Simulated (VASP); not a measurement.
# SiC (R3m) in VASP: notebook

Runs on SiC. Level: PBE. Tasks: single point.

All numbers are computed with VASP 6.6.1; they aren't measurements. Logs are shortened: lines on timing, memory, paths and dates and some standing lists are left out, and cuts for length are marked.

## (1) The cell of the first run

The structure is trigonal, space group R3m (No. 160). Conventional cell: a = 3.023 Å, b = 3.023 Å, c = 7.770 Å, α = 90.00°, β = 90.00°, γ = 120.00°. Within 2.5 Å of Si (site symmetry 3m) lie 4 C at 1.86 to 1.94 Å. Within 2.5 Å of C (site symmetry 3m) lie 4 Si at 1.86 to 1.94 Å.

## (2) Single point, PBE

File INCAR:

```
  PREC = Accurate
  ENCUT = 520
  EDIFF = 1E-6
  ISMEAR = 0
  SIGMA = 0.05
  LREAL = False
  LASPH = True
  NELM = 80
  ALGO = Normal
  ISIF = 2
  LWAVE = False
  LCHARG = True
  GGA = PE
  LELF = True
  LVHAR = True
  NBANDS = 11
```

File KPOINTS:

```
regular mesh
0
Gamma
  12 12 12
```

File POSCAR:

```
SiC
1.0
    0.0000000000      2.1376040982      2.1376040982
    2.1376040982      0.0000000000      2.1376040982
    2.2078600196      2.2078600196     -0.0702559214
Si C
1 1
Direct
    0.0000000000      0.0000000000      0.0000000000
    0.7500000000      0.7500000000      0.7500000000
```

Potentials or basis: VASP PAW PBE potentials, release 64 (Si, C).

Started as:

```sh
cat potpaw_PBE.64/Si/POTCAR potpaw_PBE.64/C/POTCAR > POTCAR
mpirun -np 1 vasp_std > vasp.out
```

OUTCAR:

```text
PREC = Accurate
   ENCUT = 520
   EDIFF = 1E-6
   ISMEAR = 0
   LREAL = False
   LASPH = True
   NELM = 80
   ISIF = 2
   GGA = PE

 ion  position               nearest neighbor table
   1  0.000  0.000  0.000-   2 1.86   2 1.86   2 1.86   2 1.94
   2  0.750  0.750  0.750-   1 1.86   1 1.86   1 1.86   1 1.94

  LATTYP: Found a trigonal (rhomboedric) cell.
 ALAT       =     3.1231758879
 COS(alpha) =     0.5315517071

  Lattice vectors:

 A1 = (   2.2078600196,   0.0702559214,  -2.2078600196)
 A2 = (   0.0702559214,   2.2078600196,  -2.2078600196)
 A3 = (   2.2078600196,   2.2078600196,  -0.0702559214)

Analysis of symmetry for initial positions (statically):
=====================================================================
 Subroutine PRICEL returns:
 Original cell was already a primitive cell.

 Routine SETGRP: Setting up the symmetry group for a
 trigonal (rhombohedral) supercell.

 Subroutine GETGRP returns: Found  6 space group operations
 (whereof  6 operations were pure point group operations)
 out of a pool of 12 trial point group operations.

The static configuration has the point symmetry C_3v.

Analysis of symmetry for dynamics (positions and initial velocities):
=====================================================================
 Subroutine PRICEL returns:
 Original cell was already a primitive cell.

 Routine SETGRP: Setting up the symmetry group for a
 trigonal (rhombohedral) supercell.

 Subroutine GETGRP returns: Found  6 space group operations
 (whereof  6 operations were pure point group operations)
 out of a pool of 12 trial point group operations.

The dynamic configuration has the point symmetry C_3v.

 Subroutine INISYM returns: Found  6 space group operations
 (whereof  6 operations are pure point group operations),
 and found     1 'primitive' translations

----------------------------------------------------------------------------------------

                                     Primitive cell

  volume of cell :      20.4980

  direct lattice vectors                    reciprocal lattice vectors
     0.000000000  2.137604098  2.137604098    -0.230243469  0.237570005  0.230243469
     2.137604098  0.000000000  2.137604098     0.237570005 -0.230243469  0.230243469
     2.207860020  2.207860020 -0.070255921     0.222916932  0.222916932 -0.222916932

  length of vectors
     3.023028707  3.023028707  3.123175888     0.403067758  0.403067758  0.386103453

  position of ions in fractional coordinates (direct lattice)
     0.000000000  0.000000000  0.000000000
     0.750000000  0.750000000  0.750000000

  ion indices of the primitive-cell ions
   primitive index   ion index
                 1           1
                 2           2

----------------------------------------------------------------------------------------

 KPOINTS: regular mesh

Automatic generation of k-mesh.
 Grid dimensions read from file:
 generate k-points for:   12   12   12

 Generating k-lattice:

  Cartesian coordinates                     Fractional coordinates (reciprocal lattice)
    -0.019186956  0.019797500  0.019186956     0.083333333  0.000000000 -0.000000000
     0.019797500 -0.019186956  0.019186956     0.000000000  0.083333333 -0.000000000
     0.018576411  0.018576411 -0.018576411     0.000000000  0.000000000  0.083333333

  Length of vectors
     0.033588980  0.033588980  0.032175288

  Shift w.r.t. Gamma in fractional coordinates (k-lattice)
     0.000000000  0.000000000  0.000000000

 Subroutine IBZKPT returns following result:
 ===========================================

 Found    189 irreducible k-points:

 Following reciprocal coordinates:
            Coordinates               Weight
  0.000000  0.000000  0.000000      1.000000
  0.083333  0.000000  0.000000      6.000000
  0.166667  0.000000  0.000000      6.000000
  0.250000  0.000000  0.000000      6.000000
  0.333333  0.000000  0.000000      6.000000
  0.416667  0.000000 -0.000000      6.000000
[... 16 lines left out ...]
  0.500000  0.166667  0.000000     12.000000
 -0.416667  0.166667  0.000000     12.000000
 [... further k-points ...]
   k-points           NKPTS =    189   k-points in BZ     NKDIM =    189   number of bands    NBANDS=     11
   number of dos      NEDOS =    301   number of ions     NIONS =      2
   total plane-waves  NPLWV =  13824
   dimension x,y,z NGX =    24 NGY =   24 NGZ =   24
   dimension x,y,z NGXF=    48 NGYF=   48 NGZF=   48
   ions per type =               1   1
   NGX,Y,Z   is equivalent  to a cutoff of  13.20, 13.20, 12.78 a.u.
   NGXF,Y,Z  is equivalent  to a cutoff of  26.40, 26.40, 25.55 a.u.
 SYSTEM =  unknown system
   PREC   = accura    normal or accurate (medium, high low for compatibility)
   ISTART =      0    job   : 0-new  1-cont  2-samecut
   ICHARG =      2    charge: 1-file 2-atom 10-const
   ISPIN  =      1    spin polarized calculation?
   LNONCOLLINEAR =      F non collinear calculations
   LSORBIT =      F    spin-orbit coupling
   LASPH  =      T    aspherical Exc in radial PAW
   ENCUT  =  520.0 eV  38.22 Ry    6.18 a.u.   5.62  5.62  5.81*2*pi/ulx,y,z
   NELM   =     80;   NELMIN=  2; NELMDL= -5     # of ELM steps
   EDIFF  = 0.1E-05   stopping-criterion for ELM
   LREAL  =      F    real-space projection
   EDIFFG = 0.1E-04   stopping-criterion for IOM
   NSW    =      0    number of steps for IOM
   IBRION =     -1    ionic relax: 0-MD 1-quasi-New 2-CG
   NFREE  =      0    steps in history (QN), initial steepest desc. (CG)
   ISIF   =      2    stress and relaxation
   ISYM   =      2    0-nonsym 1-usesym 2-fastsym
   POTIM  = 0.5000    time-step for ionic-motion
   TEBEG  =    0.0;   TEEND  =   0.0 temperature during run
   PSTRESS=    0.0 pullay stress
   NELECT =       8.0000    total number of electrons
   NUPDOWN=      -1.0000    fix difference up-down
   EMIN   =  10.00;   EMAX   =-10.00  energy-range for DOS
   EFERMI =   0.00;   METHOD = LEGACY
   ISMEAR =     0;   SIGMA  =   0.05  broadening in eV -4-tet -1-fermi 0-gaus
   EFERMI_NEDOS =   21; number of points for ismear=-14 and -15
   IALGO  =     38    algorithm
   IMIX   =      4    mixing-type and parameters
     AMIX     =   0.40;   BMIX     =  1.00
     AMIX_MAG =   1.60;   BMIX_MAG =  1.00
  volume/ion in A,a.u.               =      10.25        69.16
  Fermi-wavevector in a.u.,A,eV,Ry     =   1.196376  2.260823 19.474228  1.431315
  Thomas-Fermi vector in A             =   2.332318
   LORBIT       =      0    0 simple, 1 ext, 2 COOP (PROOUT), +10 PAW based schemes
   GGA     = PE    functional components
   LHFCALC =     F    Hartree Fock is set to
   AEXX    =    0.0000 exact exchange contribution
   IVDW    =     0    specifies the selected vdW correction
   LEPSILON=     F    determine dielectric tensor
   LRPA    =     F    only Hartree local field effects (RPA)
 non-spin polarized calculation
 Gauss-broadening in eV      SIGMA  =   0.05
  energy-cutoff  :      520.00
  volume of cell :       20.50
 maximum number of plane-waves:       569
   NGX = 11   NGY = 11   NGZ = 11

 number of electron       8.0000000 magnetization

 Free energy of the ion-electron system (eV)
  ---------------------------------------------------
  ext. energy  EPLUGINS =         0.00000000
  ---------------------------------------------------
  free energy    TOTEN  =       -14.99827998 eV

  energy without entropy =      -14.99827998  energy(sigma->0) =      -14.99827998

 E-fermi :   8.6082     XC(G=0): -11.3968

 val. band max:        8.3150965892   @ k =   0.0000   0.0000   0.0000
 cond. band min:       9.5228586920   @ k =   0.5000   0.5000  -0.0000
 fundamental gap:      1.2077621028
 Fermi energy:         8.6081708549

 k-point     1 :       0.0000    0.0000    0.0000
  band No.  band energies     occupation
      1      -7.2717      2.00000
      2       7.9971      2.00000
      3       8.3151      2.00000
      4       8.3151      2.00000
      5      13.8020      0.00000
      6      15.6409      0.00000
      7      15.9696      0.00000
      8      15.9696      0.00000
      9      22.7985      0.00000
     10      22.7985      0.00000
     11      24.7892      0.00000

 k-point     2 :       0.0833    0.0000    0.0000
  band No.  band energies     occupation
      1      -7.1313      2.00000
      2       7.5557      2.00000
      3       7.9607      2.00000
      4       8.2063      2.00000
      5      13.9749      0.00000
      6      15.7616      0.00000
      7      16.1524      0.00000
      8      16.1902      0.00000
      9      21.8746      0.00000
     10      22.1026      0.00000
     11      24.7243      0.00000

 k-point     3 :       0.1667    0.0000    0.0000
  band No.  band energies     occupation
      1      -6.7144      2.00000
      2       5.9531      2.00000
      3       7.7118      2.00000
      4       7.9371      2.00000
      5      14.1120      0.00000
      6      15.7656      0.00000
      7      16.4833      0.00000
      8      17.0638      0.00000
      9      20.9000      0.00000
     10      21.4061      0.00000
     11      23.9560      0.00000

 k-point     4 :       0.2500    0.0000    0.0000
  band No.  band energies     occupation
      1      -6.0350      2.00000
      2       4.0233      2.00000
      3       7.4479      2.00000
      4       7.6204      2.00000
      5      13.9379      0.00000
      6      15.7692      0.00000
      7      16.4945      0.00000
      8      17.8408      0.00000
      9      20.9129      0.00000
     10      21.7187      0.00000
     11      23.4631      0.00000
[... 239 lines left out ...]
 k-point    22 :       0.4167    0.1667   -0.0000
  band No.  band energies     occupation
      1      -4.3789      2.00000
      2       1.8743      2.00000
      3       5.8289      2.00000
      4       6.1995      2.00000
      5      12.8065      0.00000
      6      16.1245      0.00000
      7      17.4217      0.00000
      8      18.2397      0.00000
      9      21.6965      0.00000
     10      25.3071      0.00000
     11      26.4537      0.00000

 k-point    23 :       0.5000    0.1667    0.0000
  band No.  band energies     occupation
      1      -3.4441      2.00000
      2       0.4862      2.00000
      3       5.3766      2.00000
      4       6.3018      2.00000
      5      12.8476      0.00000
      6      15.9127      0.00000
      7      16.9998      0.00000
      8      19.3216      0.00000
      9      22.3067      0.00000
     10      25.4339      0.00000
     11      26.6688      0.00000

 k-point    24 :      -0.4167    0.1667    0.0000
  band No.  band energies     occupation
      1      -3.2096      2.00000
      2       0.1765      2.00000
      3       5.0870      2.00000
      4       6.5700      2.00000
      5      13.1638      0.00000
      6      15.6984      0.00000
      7      16.6983      0.00000
      8      19.5576      0.00000
      9      23.0636      0.00000
     10      23.7680      0.00000
     11      26.6662      0.00000

 [... further k-points ...]
[... 5 lines left out ...]
  --------------------------------------------------------------------------------------
  -------------------------------------------------------------------------------------
  Total        0.7773162      0.7773162      0.7773162     -1.1156344      1.1156344      1.1156344
  in kB       60.7570665     60.7570665     60.7570665    -87.2009073     87.2009073     87.2009073
  external PRESSURE =      60.7570665 kB  Pullay stress =       0.0000000 kB

 VOLUME and BASIS-vectors are now :
 -----------------------------------------------------------------------------
  energy-cutoff  :      520.00
  volume of cell :       20.50
      direct lattice vectors                 reciprocal lattice vectors
     0.000000000  2.137604098  2.137604098    -0.230243469  0.237570005  0.230243469
     2.137604098  0.000000000  2.137604098     0.237570005 -0.230243469  0.230243469
     2.207860020  2.207860020 -0.070255921     0.222916932  0.222916932 -0.222916932

 POSITION                                       TOTAL-FORCE (eV/Angst)
 -----------------------------------------------------------------------------------
      0.00000      0.00000      0.00000         0.219770      0.219770     -0.219770
      3.25910      3.25910      3.15371        -0.219770     -0.219770      0.219770
 -----------------------------------------------------------------------------------
    total drift:                               -0.000026     -0.000026      0.000026

  FREE ENERGIE OF THE ION-ELECTRON SYSTEM (eV)
  ---------------------------------------------------
  free  energy   TOTEN  =       -14.9982799762 eV

  energy  without entropy=      -14.9982799762  energy(sigma->0) =      -14.99827998
```

It took 15 s on 1 thread of Intel Xeon Platinum 8488C (Sapphire Rapids), shared host; peak memory 0.16 GiB.

Results:

| Quantity | Value |
| --- | --- |
| Free energy | -14.9983 eV |
| Pressure | 6.1 GPa |
| Largest force | 0.381 eV/Å |
| Band gap on the k mesh | 1.21 eV, indirect (least direct gap 4.26 eV) |

Forces on the atoms (eV/Å):
```
Si   0.220  0.220 -0.220
C   -0.220 -0.220  0.220
```

Stress tensor (GPa, compression positive):
```
 6.08 -8.72  8.72
-8.72  6.08  8.72
 8.72  8.72  6.08
```

Levels at points of the mesh, in eV from the valence-band top:
| k point | band 1 | band 2 | band 3 | band 4 | band 5 | band 6 | band 7 | band 8 | band 9 |
| --- | --- | --- | --- | --- | --- | --- | --- | --- | --- |
| (0.00, 0.00, 0.00) | -15.59 | -0.32 | 0.00 | 0.00 | 5.49 | 7.33 | 7.65 | 7.65 | 14.48 |
| (0.50, 0.00, 0.00) | -11.86 | -8.66 | -1.27 | -1.21 | 5.12 | 6.74 | 7.39 | 9.94 | 15.91 |
| (0.50, 0.50, 0.00) | -10.53 | -7.92 | -3.53 | -3.05 | 1.21 | 4.31 | 13.78 | 13.95 | 15.08 |
| (0.00, 0.00, 0.50) | -12.36 | -8.76 | -0.88 | -0.88 | 6.12 | 7.57 | 7.57 | 10.19 | 16.08 |

A k mesh can miss the band edges. Expect the measured gap to be larger: semilocal functionals such as PBE lack the derivative discontinuity.

## (3) Single point, PBE

File INCAR:

```
SYSTEM = SiC
PREC = Accurate
ENCUT = 520
EDIFF = 1E-7
ISMEAR = 0
SIGMA = 0.05
LREAL = .FALSE.
LASPH = .TRUE.
NELM = 100
ALGO = Normal
ISIF = 2
LWAVE = .FALSE.
LCHARG = .TRUE.
GGA = PE
LELF = .TRUE.
LVHAR = .TRUE.
NBANDS = 11
```

File KPOINTS:

```
regular mesh
0
G
  12 12 12
  0 0 0
```

File POSCAR:

```
SiC
1.0
    0.0000000000      2.1605654861      2.1605654861
    2.1605654861      0.0000000000      2.1605654861
    2.1838995934      2.1838995934     -0.0233341072
Si C
1 1
Direct
    0.0000000000      0.0000000000      0.0000000000
    0.7500000000      0.7500000000      0.7500000000
```

Potentials or basis: VASP PAW PBE potentials, release 64 (Si, C).

Started as:

```sh
cat potpaw_PBE.64/Si/POTCAR potpaw_PBE.64/C/POTCAR > POTCAR
mpirun -np 1 vasp_std > vasp.out
```

It took 17 s on 1 thread of Intel Xeon Platinum 8488C (Sapphire Rapids), shared host; peak memory 0.16 GiB.

Results (log left out):

| Item | Value |
| --- | --- |
| Free energy | -15.0465 eV |
| Pressure | 5.4 GPa |
| Largest force | 0.151 eV/Å |
| Band gap on the k mesh | 1.31 eV, indirect (least direct gap 4.46 eV) |

Forces in eV/Å, atoms in the order of the input:
```
Si   0.087  0.087 -0.087
C   -0.087 -0.087  0.087
```

Stress tensor (GPa, compression positive):
```
 5.45 -2.98  2.98
-2.98  5.45  2.98
 2.98  2.98  5.45
```

Levels at points of the mesh, in eV from the valence-band top:
```
           k point  band 2  band 3  band 4  band 5  band 6  band 7
(0.00, 0.00, 0.00)   -0.10    0.00    0.00    6.21    7.20    7.47
(0.50, 0.00, 0.00)   -8.61   -1.12   -1.11    5.40    7.08    7.31
(0.50, 0.50, 0.00)   -7.86   -3.32   -3.15    1.31    4.33   14.09
(0.00, 0.00, 0.50)   -8.64   -0.99   -0.99    5.72    7.37    7.37
```
